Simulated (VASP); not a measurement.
# LuH2 (Fm-3m) in VASP: relaxation of cell and atoms with PBEsol

Aim: the relaxation of cell and atoms of LuH2 with PBEsol.

Program: VASP 6.6.1. These are calculated values, not measurements. Logs are shortened: lines on timing, memory, paths and dates and some standing lists are left out, and cuts for length are marked.

## (1) The cell of the first run

Symmetry: Fm-3m, No. 225, cubic system. Conventional cell: a = 5.033 Å, b = 5.033 Å, c = 5.033 Å, α = 90.00°, β = 90.00°, γ = 90.00°. Lu (site symmetry m-3m) has 8 H at 2.18 Å within 2.9 Å. Within 2.9 Å of H (site symmetry -43m) lie 4 Lu at 2.18 Å and 6 H at 2.52 Å.

## (2) Relaxation of cell and atoms, PBEsol

Input file INCAR:

```
SYSTEM = LuH2
PREC = Accurate
ENCUT = 600
EDIFF = 1E-6
ISMEAR = -1
SIGMA = 0.05
LREAL = .FALSE.
LASPH = .TRUE.
NELM = 100
ALGO = Normal
ISIF = 3
LWAVE = .FALSE.
LCHARG = .FALSE.
GGA = PS
IBRION = 2
NSW = 100
EDIFFG = -0.002
```

Input file KPOINTS:

```
regular mesh
0
G
  12 12 12
  0 0 0
```

Input file POSCAR:

```
LuH2
1.0
    0.0000000000      2.5165000000      2.5165000000
    2.5165000000      0.0000000000      2.5165000000
    2.5165000000      2.5165000000      0.0000000000
Lu H
1 2
Direct
    0.0000000000      0.0000000000      0.0000000000
    0.2500000000      0.2500000000      0.2500000000
    0.7500000000      0.7500000000      0.7500000000
```

Potentials or basis: VASP PAW PBE potentials, release 64 (Lu, H).

The run is started by

```sh
$ cat potpaw_PBE.64/Lu/POTCAR potpaw_PBE.64/H/POTCAR > POTCAR
$ mpirun -np 1 vasp_std > vasp.out
```

OUTCAR:

```text
SYSTEM = LuH2
   PREC = Accurate
   ENCUT = 600
   EDIFF = 1E-6
   ISMEAR = -1
   LREAL = .FALSE.
   LASPH = .TRUE.
   NELM = 100
   ISIF = 3
   GGA = PS
   IBRION = 2
   NSW = 100
   EDIFFG = -0.002

 ion  position               nearest neighbor table
   1  0.000  0.000  0.000-   3 2.18   3 2.18   3 2.18   2 2.18   2 2.18   2 2.18   3 2.18   2 2.18

   2  0.250  0.250  0.250-   1 2.18   1 2.18   1 2.18   1 2.18
   3  0.750  0.750  0.750-   1 2.18   1 2.18   1 2.18   1 2.18

  LATTYP: Found a face centered cubic cell.
 ALAT       =     5.0330000000

  Lattice vectors:

 A1 = (   0.0000000000,   2.5165000000,   2.5165000000)
 A2 = (   2.5165000000,   0.0000000000,   2.5165000000)
 A3 = (   2.5165000000,   2.5165000000,   0.0000000000)

Analysis of symmetry for initial positions (statically):
=====================================================================
 Subroutine PRICEL returns:
 Original cell was already a primitive cell.

 Routine SETGRP: Setting up the symmetry group for a
 face centered cubic supercell.

 Subroutine GETGRP returns: Found 48 space group operations
 (whereof 48 operations were pure point group operations)
 out of a pool of 48 trial point group operations.

The static configuration has the point symmetry O_h .

Analysis of symmetry for dynamics (positions and initial velocities):
=====================================================================
 Subroutine PRICEL returns:
 Original cell was already a primitive cell.

 Routine SETGRP: Setting up the symmetry group for a
 face centered cubic supercell.

 Subroutine GETGRP returns: Found 48 space group operations
 (whereof 48 operations were pure point group operations)
 out of a pool of 48 trial point group operations.

The dynamic configuration has the point symmetry O_h .

 Subroutine INISYM returns: Found 48 space group operations
 (whereof 48 operations are pure point group operations),
 and found     1 'primitive' translations

----------------------------------------------------------------------------------------

                                     Primitive cell

  volume of cell :      31.8728

  direct lattice vectors                    reciprocal lattice vectors
     0.000000000  2.516500000  2.516500000    -0.198688655  0.198688655  0.198688655
     2.516500000  0.000000000  2.516500000     0.198688655 -0.198688655  0.198688655
     2.516500000  2.516500000  0.000000000     0.198688655  0.198688655 -0.198688655
[... 103 lines left out ...]
   IALGO  =     38    algorithm
   IMIX   =      4    mixing-type and parameters
     AMIX     =   0.40;   BMIX     =  1.00
     AMIX_MAG =   1.60;   BMIX_MAG =  1.00
  volume/ion in A,a.u.               =      10.62        71.70
  Fermi-wavevector in a.u.,A,eV,Ry     =   1.549016  2.927215 32.646494  2.399450
  Thomas-Fermi vector in A             =   2.653883
   LORBIT       =      0    0 simple, 1 ext, 2 COOP (PROOUT), +10 PAW based schemes
   GGA     = PS    functional components
   LHFCALC =     F    Hartree Fock is set to
   AEXX    =    0.0000 exact exchange contribution
   IVDW    =     0    specifies the selected vdW correction
   LEPSILON=     F    determine dielectric tensor
   LRPA    =     F    only Hartree local field effects (RPA)
 conjugate gradient relaxation of ions
 non-spin polarized calculation
  energy-cutoff  :      600.00
  volume of cell :       31.87
 maximum number of plane-waves:      1090
   NGX = 15   NGY = 15   NGZ = 15

--------------------------------------- Ionic step        1  -------------------------------------------

 number of electron      27.0000002 magnetization

 Free energy of the ion-electron system (eV)
  ---------------------------------------------------
  ext. energy  EPLUGINS =         0.00000000
  ---------------------------------------------------
  free energy    TOTEN  =       -13.69157358 eV

  energy without entropy =      -13.68789036  energy(sigma->0) =      -13.68973197

------------------------ aborting loop because EDIFF is reached ----------------------------------------

  FORCE on cell =-STRESS in cart. coord.  units (eV):
  Direction    XX          YY          ZZ          XY          YZ          ZX
  --------------------------------------------------------------------------------------
  -------------------------------------------------------------------------------------
  Total       -0.7307416     -0.7307416     -0.7307416     -0.0000000      0.0000000     -0.0000000
  in kB      -36.7327627    -36.7327627    -36.7327627     -0.0000000      0.0000000     -0.0000000
  external PRESSURE =     -36.7327627 kB  Pullay stress =       0.0000000 kB
[... 92 lines left out ...]
  FREE ENERGIE OF THE ION-ELECTRON SYSTEM (eV)
  ---------------------------------------------------
  free  energy   TOTEN  =       -13.7066116879 eV

  energy  without entropy=      -13.7030007863  energy(sigma->0) =      -13.70480624

[... ionic steps 4 to 12 ...]

--------------------------------------- Ionic step       13  -------------------------------------------

 number of electron      26.9999997 magnetization

------------------------ aborting loop because EDIFF is reached ----------------------------------------
[... 69 lines left out ...]
--------------------------------------- Ionic step       15  -------------------------------------------

 number of electron      26.9999997 magnetization

 Free energy of the ion-electron system (eV)
  ---------------------------------------------------
  ext. energy  EPLUGINS =         0.00000000
  ---------------------------------------------------
  free energy    TOTEN  =       -13.70661870 eV

  energy without entropy =      -13.70300919  energy(sigma->0) =      -13.70481395

 E-fermi :   2.6057     XC(G=0): -11.3908

 val. band max:        2.5599956981   @ k =   0.5000   0.2500   0.0833
 cond. band min:       2.8361536051   @ k =  -0.2500   0.2500   0.0833
 fundamental gap:      0.2761579071
 Fermi energy:         2.6056743577

 k-point     1 :       0.0000    0.0000    0.0000
  band No.  band energies     occupation
      1     -53.3423      2.00000
      2     -23.8413      2.00000
      3     -23.8413      2.00000
      4     -23.8413      2.00000
      5      -6.7667      2.00000
      6      -2.4679      2.00000
[... 457 lines left out ...]
      4     -23.9231      2.00000
      5      -3.5665      2.00000
      6      -2.4529      2.00000
[... 9 lines left out ...]
     16       8.0279      0.00000
     17       8.1223      0.00000

 [... further k-points ...]
[... 5 lines left out ...]
  --------------------------------------------------------------------------------------
  -------------------------------------------------------------------------------------
  Total        0.0056327      0.0056327      0.0056327      0.0000000      0.0000000     -0.0000000
  in kB        0.2948675      0.2948675      0.2948675      0.0000000      0.0000000     -0.0000000
  external PRESSURE =       0.2948675 kB  Pullay stress =       0.0000000 kB
[... 18 lines left out ...]
  FREE ENERGIE OF THE ION-ELECTRON SYSTEM (eV)
  ---------------------------------------------------
  free  energy   TOTEN  =       -13.7066187037 eV

  energy  without entropy=      -13.7030091917  energy(sigma->0) =      -13.70481395

 reached required accuracy - stopping structural energy minimisation
```

OSZICAR:

```text
N       E                     dE             d eps       ncg     rms          rms(c)
DAV:   1     0.951926200860E+02    0.95193E+02   -0.12249E+04  2968   0.564E+03
DAV:   2    -0.798622995700E+01   -0.10318E+03   -0.10181E+03  2492   0.382E+02
DAV:   3    -0.141606296649E+02   -0.61744E+01   -0.61368E+01  2993   0.831E+01
[... 121 lines left out ...]
DAV:   2    -0.137066226379E+02    0.78028E-04   -0.24821E-04  4373   0.570E-01    0.193E-02
DAV:   3    -0.137066159605E+02    0.66774E-05   -0.36828E-05  3835   0.496E-02    0.452E-03
DAV:   4    -0.137066174312E+02   -0.14707E-05   -0.42596E-06  3478   0.382E-02    0.394E-03
DAV:   5    -0.137066187299E+02   -0.12987E-05   -0.41154E-06  3516   0.213E-02    0.144E-03
DAV:   6    -0.137066187037E+02    0.26217E-07   -0.33477E-07  1710   0.713E-03
  15 F= -.13706619E+02 E0= -.13704814E+02  d E =-.389453E-05
```

It took 4.8 min on 1 thread of AMD EPYC 7R13 (Zen 3), shared host; peak memory 0.18 GiB.

Results:

- Free energy: -13.7066 eV
- Relaxed volume: 10.20 Å³/atom
- Relaxed cell: a = 3.511 Å, b = 3.511 Å, c = 3.511 Å, α = 60.00°, β = 60.00°, γ = 60.00°
- Space group after relaxing (to 0.05 Å): Fm-3m (No. 225)
- Energy gained by relaxing: 5.0 meV/atom
- Ionic steps: 15
- Pressure after relaxing: 0.0 GPa

The path:
| step | energy change (eV) | largest force (eV/Å) | pressure (GPa) | volume (Å³) |
| --- | --- | --- | --- | --- |
| 1 | 0.0000 | 0.0000 | -3.67 | 31.87 |
| 2 | -0.0148 | 0.0000 | -0.45 | 30.76 |
| 3 | -0.0150 | 0.0000 | -0.07 | 30.63 |
| 4 | -0.0150 | 0.0000 | -0.07 | 30.61 |
| 5 | -0.0150 | 0.0000 | 0.13 | 30.56 |
| 6 | -0.0150 | 0.0000 | 0.14 | 30.58 |
| 7 | -0.0150 | 0.0000 | 0.04 | 30.62 |
| 8 | -0.0150 | 0.0000 | -0.06 | 30.64 |
| 9 | -0.0150 | 0.0000 | -0.11 | 30.63 |
| 10 | -0.0150 | 0.0000 | -0.17 | 30.62 |
| 11 | -0.0150 | 0.0000 | -0.04 | 30.62 |
| 12 | -0.0150 | 0.0000 | -0.05 | 30.61 |
| 13 | -0.0150 | 0.0000 | 0.09 | 30.57 |
| 14 | -0.0150 | 0.0000 | 0.09 | 30.60 |
| 15 | -0.0150 | 0.0000 | 0.03 | 30.61 |

Final structure:
```xyz
3
Lattice="0.0000 2.4827 2.4827 2.4827 0.0000 2.4827 2.4827 2.4827 0.0000" Properties=species:S:1:pos:R:3 pbc="T T T"
Lu    0.0000    0.0000    0.0000
H     1.2414    1.2414    1.2414
H     3.7240    3.7240    3.7240
```

Levels at points of the mesh, in eV from the Fermi level:
| k point | band 10 | band 11 | band 12 | band 13 | band 14 | band 15 | band 16 | band 17 |
| --- | --- | --- | --- | --- | --- | --- | --- | --- |
| (0.00, 0.00, 0.00) | -4.65 | -4.65 | -4.65 | -0.26 | 1.47 | 1.47 | 1.47 | 4.43 |
| (0.50, 0.00, 0.00) | -4.67 | -4.67 | -4.65 | -3.71 | 1.55 | 1.55 | 5.11 | 6.04 |
| (0.50, 0.50, 0.00) | -4.69 | -4.68 | -4.68 | -3.76 | -2.35 | 6.26 | 6.35 | 6.35 |

Caveat: the PAW data sets were made with another functional, which shifts forces and pressure a little; spin-orbit coupling is left out, which moves the levels of the heavy elements.
